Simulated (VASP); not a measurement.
Here is a VASP 6.6.1 calculation.

The input INCAR:

```
SYSTEM = FeSi
PREC     = Accurate       ! precision mode
ENCUT    = 600            ! plane-wave cutoff, eV
EDIFF    = 1E-6           ! SCF threshold, eV
ISMEAR   = 0              ! smearing method
SIGMA    = 0.1            ! smearing width, eV
LREAL    = .FALSE.        ! projectors in reciprocal space
LASPH    = .TRUE.         ! aspherical terms in the spheres
NELM     = 150            ! most SCF steps
ALGO     = Normal         ! electronic algorithm
ISIF     = 3              ! what is computed and relaxed
LWAVE    = .FALSE.        ! write WAVECAR
LCHARG   = .FALSE.        ! write CHGCAR
ISPIN    = 2              ! spin polarisation
MAGMOM   = 2.03 2.03 0 0  ! initial moments
LORBIT   = 11             ! projections on sites
LMAXMIX  = 4              ! l up to which the mixer works
GGA      = PE             ! functional
IBRION   = 2              ! ionic algorithm
NSW      = 100            ! ionic steps
EDIFFG   = -0.01          ! ionic threshold
```

Contents of KPOINTS:

```
Automatic mesh
0
G
  14 14 14
  0 0 0
```

Contents of POSCAR:

```
FeSi
1.0
    0.0000000000      2.8664203609      2.8664203609
    2.8664203609      0.0000000000      2.8664203609
    2.8664203609      2.8664203609      0.0000000000
Fe Si
2 2
Direct
    0.2500000000      0.2500000000      0.2500000000
    0.0000000000      0.0000000000      0.0000000000
    0.7500000000      0.7500000000      0.7500000000
    0.5000000000      0.5000000000      0.5000000000
```

Potentials or basis: VASP PAW PBE potentials, release 64 (Fe, Si).

Launch:

```sh
$ cat potpaw_PBE.64/Fe/POTCAR potpaw_PBE.64/Si/POTCAR > POTCAR
$ mpirun -np 1 vasp_std > vasp.out
```

Problem. Estimate the site moments.

Solution. Fe +1.84; Si -0.01 μB.

Problem. What does it give for the net moment?

Solution. 3.54 μB per cell.

Final structure:
```
Fe Si
1.0
     0.00000    2.86642    2.86642
     2.86642    0.00000    2.86642
     2.86642    2.86642    0.00000
Fe Si
2 2
Direct
  0.25000 0.25000 0.25000
  0.00000 0.00000 0.00000
  0.75000 0.75000 0.75000
  0.50000 0.50000 0.50000
```

Caveat: the relaxation stopped at its first step, so nothing moved.
